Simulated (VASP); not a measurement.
# LiBr (Fm-3m) in VASP: a series of runs, part 3 of 3

VASP 6.6.1. The steps go on from the part before.

## (6) Electric field gradients, r2SCAN

This run uses another cell than the first one, of 20.18 Å³/atom, 1.063 times its volume.

POSCAR reads:

```
LiBr
1.0
    0.0000000000      2.7226905798      2.7226905798
    2.7226905798      0.0000000000      2.7226905798
    2.7226905798      2.7226905798      0.0000000000
Li Br
1 1
Direct
    0.0000000000      0.0000000000      0.0000000000
    0.5000000000      0.5000000000      0.5000000000
```

INCAR.step1 reads:

```
SYSTEM = LiBr
PREC = Accurate ; ENCUT = 720
ISMEAR = -1 ; SIGMA = 0.03
LREAL = .False. ; LASPH = .True.
NELM = 120 ; NBANDS = 12
GGA = PE ; ALGO = Normal
EDIFF = 1E-5 ; LWAVE = .True.
LCHARG = .False. ; GGA_COMPAT = .False.
```

INCAR.step2 reads:

```
SYSTEM = LiBr
PREC = Accurate ; ENCUT = 720
EDIFF = 1E-8 ; ISMEAR = -1
SIGMA = 0.03 ; LREAL = .False.
LASPH = .True. ; NELM = 120
ALGO = Normal ; ISIF = 2
LWAVE = .False. ; LCHARG = .False.
METAGGA = R2SCAN ; LMIXTAU = .True.
LEFG = .True. ; NBANDS = 12
ISTART = 1 ; GGA_COMPAT = .False.
```

KPOINTS reads:

```
regular mesh
0
Gamma
  10 10 10
  0 0 0
```

Potentials or basis: VASP PAW PBE potentials, release 64 (Li_sv, Br).

Run with:

```console
$ cat potpaw_PBE.64/Li_sv/POTCAR potpaw_PBE.64/Br/POTCAR > POTCAR
$ cp INCAR.step1 INCAR
$ mpirun -np 1 vasp_std > vasp.out
$ cp INCAR.step2 INCAR
$ mpirun -np 1 vasp_std > vasp.out
```

OUTCAR:

```text
SYSTEM = LiBr
   PREC = Accurate
   ENCUT = 720
   EDIFF = 1E-8
   ISMEAR = -1
   LREAL = .False.
   LASPH = .True.
   NELM = 120
   ISIF = 2
   METAGGA = R2SCAN
   ISTART = 1

 ion  position               nearest neighbor table
   1  0.000  0.000  0.000-
   2  0.500  0.500  0.500-

  LATTYP: Found a face centered cubic cell.
 ALAT       =     5.4453811596

  Lattice vectors:

 A1 = (   0.0000000000,   2.7226905798,   2.7226905798)
 A2 = (   2.7226905798,   0.0000000000,   2.7226905798)
 A3 = (   2.7226905798,   2.7226905798,   0.0000000000)

Analysis of symmetry for initial positions (statically):
=====================================================================
 Subroutine PRICEL returns:
 Original cell was already a primitive cell.

 Routine SETGRP: Setting up the symmetry group for a
 face centered cubic supercell.

 Subroutine GETGRP returns: Found 48 space group operations
 (whereof 48 operations were pure point group operations)
[... 546 lines left out ...]
  volume of cell :       40.37
      direct lattice vectors                 reciprocal lattice vectors
     0.000000000  2.722690580  2.722690580    -0.183641874  0.183641874  0.183641874
     2.722690580  0.000000000  2.722690580     0.183641874 -0.183641874  0.183641874
     2.722690580  2.722690580  0.000000000     0.183641874  0.183641874 -0.183641874

 POSITION                                       TOTAL-FORCE (eV/Angst)
 -----------------------------------------------------------------------------------
      0.00000      0.00000      0.00000        -0.000000     -0.000000     -0.000000
      2.72269      2.72269      2.72269         0.000000      0.000000      0.000000
 -----------------------------------------------------------------------------------
    total drift:                                0.000000      0.000000      0.000000

  FREE ENERGIE OF THE ION-ELECTRON SYSTEM (eV)
  ---------------------------------------------------
  free  energy   TOTEN  =       -19.1527952695 eV

  energy  without entropy=      -19.1527952695  energy(sigma->0) =      -19.15279527

 Electric field gradients (V/A^2)
---------------------------------------------------------------------
 ion       V_xx      V_yy      V_zz      V_xy      V_xz      V_yz
---------------------------------------------------------------------
   1      -0.000     0.000    -0.000    -0.001    -0.001    -0.001
   2      -0.000     0.000    -0.000    -0.000    -0.000    -0.000
---------------------------------------------------------------------

 Electric field gradients after diagonalization (V/A^2)
 (convention: |V_zz| > |V_xx| > |V_yy|)
----------------------------------------------------------------------
 ion       V_xx      V_yy      V_zz     asymmetry (V_yy - V_xx)/ V_zz
----------------------------------------------------------------------
   1       0.001     0.001    -0.002       0.000
   2       0.000     0.000    -0.000       0.000
----------------------------------------------------------------------

           NMR quadrupolar parameters

 Cq : quadrupolar parameter    Cq=e*Q*V_zz/h
 eta: asymmetry parameters     (V_yy - V_xx)/ V_zz
 Q  : nuclear electric quadrupole moment in mb (millibarn)
----------------------------------------------------------------------
 ion       Cq(MHz)       eta       Q (mb)
----------------------------------------------------------------------
   1      -0.000       0.000       1.000
   2      -0.000       0.000       1.000
----------------------------------------------------------------------
```

OUTCAR.step1:

```text
SYSTEM = LiBr
   PREC = Accurate
   ENCUT = 720
   ISMEAR = -1
   LREAL = .False.
   LASPH = .True.
[... 581 lines left out ...]
      0.00000      0.00000      0.00000        -0.000000     -0.000000      0.000000
      2.72269      2.72269      2.72269         0.000000      0.000000     -0.000000
 -----------------------------------------------------------------------------------
    total drift:                                0.000000      0.000000      0.000000

  FREE ENERGIE OF THE ION-ELECTRON SYSTEM (eV)
  ---------------------------------------------------
  free  energy   TOTEN  =        -6.6375568605 eV

  energy  without entropy=       -6.6375568605  energy(sigma->0) =       -6.63755686
```

Wall time 3.5 min (1 thread of Intel Xeon Platinum 8488C (Sapphire Rapids), shared host); peak memory 0.22 GiB.

Results:

* Free energy: -19.1528 eV
* Pressure: 0.1 GPa
* Band gap on the k mesh: 6.03 eV, direct

Levels at points of the mesh, in eV from the valence-band top:
| k point | band 1 | band 2 | band 3 | band 4 | band 5 | band 6 | band 7 | band 8 | band 9 | band 10 |
| --- | --- | --- | --- | --- | --- | --- | --- | --- | --- | --- |
| (0.00, 0.00, 0.00) | -45.70 | -14.01 | 0.00 | 0.00 | 0.00 | 6.03 | 11.24 | 11.24 | 11.24 | 13.59 |
| (0.50, 0.00, 0.00) | -45.70 | -13.48 | -3.02 | -0.29 | -0.29 | 6.41 | 8.89 | 8.89 | 13.31 | 15.27 |
| (0.50, 0.50, 0.00) | -45.70 | -13.26 | -3.05 | -1.21 | -1.21 | 7.14 | 7.70 | 12.99 | 13.87 | 13.87 |

Caveat: without QUAD_EFG the Cq values of the log hold for a quadrupole moment of 1 mb, not for the nuclei; the PAW data sets were made with another functional, which shifts forces and pressure a little.

## (7) Electric field gradients, r2SCAN (volume scaled by 1.06)

POSCAR reads:

```
LiBr
1.0
    0.0000000000      2.7760902266      2.7760902266
    2.7760902266      0.0000000000      2.7760902266
    2.7760902266      2.7760902266      0.0000000000
Li Br
1 1
Direct
    0.0000000000      0.0000000000      0.0000000000
    0.5000000000      0.5000000000      0.5000000000
```

INCAR.step1 reads:

```
PREC = Accurate ; ENCUT = 720
ISMEAR = -1 ; SIGMA = 0.03
LREAL = F ; LASPH = T
NELM = 120 ; NBANDS = 12
GGA = PE ; ALGO = Normal
EDIFF = 1E-5 ; LWAVE = T
LCHARG = F ; GGA_COMPAT = F
```

INCAR.step2 reads:

```
PREC = Accurate ; ENCUT = 720
EDIFF = 1E-8 ; ISMEAR = -1
SIGMA = 0.03 ; LREAL = F
LASPH = T ; NELM = 120
ALGO = Normal ; ISIF = 2
LWAVE = F ; LCHARG = F
METAGGA = R2SCAN ; LMIXTAU = T
LEFG = T ; NBANDS = 12
ISTART = 1 ; GGA_COMPAT = F
```

KPOINTS reads:

```
regular mesh
0
Gamma
  10 10 10
```

Potentials or basis: VASP PAW PBE potentials, release 64 (Li_sv, Br).

Run with:

```console
$ cat potpaw_PBE.64/Li_sv/POTCAR potpaw_PBE.64/Br/POTCAR > POTCAR
$ cp INCAR.step1 INCAR
$ mpirun -np 1 vasp_std > vasp.out
$ cp INCAR.step2 INCAR
$ mpirun -np 1 vasp_std > vasp.out
```

OUTCAR:

```text
PREC = Accurate
   ENCUT = 720
   EDIFF = 1E-8
   ISMEAR = -1
   LREAL = F
   LASPH = T
   NELM = 120
   ISIF = 2
   METAGGA = R2SCAN
   ISTART = 1

 ion  position               nearest neighbor table
   1  0.000  0.000  0.000-
   2  0.500  0.500  0.500-

  LATTYP: Found a face centered cubic cell.
 ALAT       =     5.5521804532

  Lattice vectors:

 A1 = (   0.0000000000,   2.7760902266,   2.7760902266)
 A2 = (   2.7760902266,   0.0000000000,   2.7760902266)
 A3 = (   2.7760902266,   2.7760902266,   0.0000000000)

Analysis of symmetry for initial positions (statically):
=====================================================================
 Subroutine PRICEL returns:
 Original cell was already a primitive cell.

 Routine SETGRP: Setting up the symmetry group for a
 face centered cubic supercell.

[... 547 lines left out ...]
  energy-cutoff  :      720.00
  volume of cell :       42.79
      direct lattice vectors                 reciprocal lattice vectors
     0.000000000  2.776090227  2.776090227    -0.180109420  0.180109420  0.180109420
     2.776090227  0.000000000  2.776090227     0.180109420 -0.180109420  0.180109420
     2.776090227  2.776090227  0.000000000     0.180109420  0.180109420 -0.180109420

 POSITION                                       TOTAL-FORCE (eV/Angst)
 -----------------------------------------------------------------------------------
      0.00000      0.00000      0.00000         0.000000     -0.000000     -0.000000
      2.77609      2.77609      2.77609        -0.000000      0.000000      0.000000
 -----------------------------------------------------------------------------------
    total drift:                                0.000000      0.000000      0.000000

  FREE ENERGIE OF THE ION-ELECTRON SYSTEM (eV)
  ---------------------------------------------------
  free  energy   TOTEN  =       -19.1424145958 eV

  energy  without entropy=      -19.1424145958  energy(sigma->0) =      -19.14241460

 Electric field gradients (V/A^2)
---------------------------------------------------------------------
 ion       V_xx      V_yy      V_zz      V_xy      V_xz      V_yz
---------------------------------------------------------------------
   1      -0.000    -0.000    -0.000     0.001     0.001     0.001
   2       0.000    -0.000     0.000    -0.000    -0.000    -0.000
---------------------------------------------------------------------

 Electric field gradients after diagonalization (V/A^2)
 (convention: |V_zz| > |V_xx| > |V_yy|)
----------------------------------------------------------------------
 ion       V_xx      V_yy      V_zz     asymmetry (V_yy - V_xx)/ V_zz
----------------------------------------------------------------------
   1      -0.001    -0.001     0.002       0.000
   2       0.000     0.000    -0.001       0.000
----------------------------------------------------------------------

           NMR quadrupolar parameters

 Cq : quadrupolar parameter    Cq=e*Q*V_zz/h
 eta: asymmetry parameters     (V_yy - V_xx)/ V_zz
 Q  : nuclear electric quadrupole moment in mb (millibarn)
----------------------------------------------------------------------
 ion       Cq(MHz)       eta       Q (mb)
----------------------------------------------------------------------
   1       0.000       0.000       1.000
   2      -0.000       0.000       1.000
----------------------------------------------------------------------
```

OUTCAR.step1:

```text
PREC = Accurate
   ENCUT = 720
   ISMEAR = -1
   LREAL = F
   LASPH = T
   NELM = 120
[... 581 lines left out ...]
 -----------------------------------------------------------------------------------
      0.00000      0.00000      0.00000         0.000000      0.000000      0.000000
      2.77609      2.77609      2.77609        -0.000000     -0.000000     -0.000000
 -----------------------------------------------------------------------------------
    total drift:                                0.000000      0.000000      0.000000

  FREE ENERGIE OF THE ION-ELECTRON SYSTEM (eV)
  ---------------------------------------------------
  free  energy   TOTEN  =        -6.6401775959 eV

  energy  without entropy=       -6.6401775959  energy(sigma->0) =       -6.64017760
```

Run time: 2.9 min. Hardware: 1 thread of Intel Xeon Platinum 8488C (Sapphire Rapids), shared host; peak memory 0.23 GiB.

Results:

* Free energy: -19.1424 eV
* Pressure: -1.3 GPa
* Band gap on the k mesh: 5.75 eV, direct

Levels at points of the mesh, in eV from the valence-band top:
| k point | band 3 | band 4 | band 5 | band 6 | band 7 | band 8 |
| --- | --- | --- | --- | --- | --- | --- |
| (0.00, 0.00, 0.00) | 0.00 | 0.00 | 0.00 | 5.75 | 11.19 | 11.19 |
| (0.50, 0.00, 0.00) | -2.77 | -0.26 | -0.26 | 6.37 | 8.88 | 8.88 |
| (0.50, 0.50, 0.00) | -2.78 | -1.10 | -1.10 | 7.06 | 7.78 | 12.47 |

Caveat: the cell differs from its parent crystal (volume scaled by 1.06); without QUAD_EFG the Cq values of the log hold for a quadrupole moment of 1 mb, not for the nuclei; the PAW data sets were made with another functional, which shifts forces and pressure a little.

## (8) The runs side by side

| level | cell | smearing | gap on the mesh (eV) | pressure (GPa) |
| --- | --- | --- | --- | --- |
| r2SCAN | a = 3.773 Å, angles 60.0°, 2 atoms | fermi-dirac 0.03 eV | 6.36 | 2.3 |
| r2SCAN+D3(BJ) | a = 3.773 Å, angles 60.0°, 2 atoms | fermi-dirac 0.15 eV | 6.36 | 1.3 |
| r2SCAN | a = 3.850 Å, angles 60.0°, 2 atoms | fermi-dirac 0.03 eV | 6.03 | 0.1 |
| r2SCAN | a = 3.926 Å, angles 60.0°, 2 atoms | fermi-dirac 0.03 eV | 5.75 | -1.3 |

Alike in all rows: task electric field gradients; potentials or basis VASP PAW PBE potentials, release 64 (Li_sv, Br); no spin polarisation; k mesh 10 × 10 × 10; cutoff (eV) 720.

Caveats: the PAW data sets were made with another functional, which shifts forces and pressure a little.

Total energies depend on the potentials used, so only differences within one code and one set of settings carry meaning.
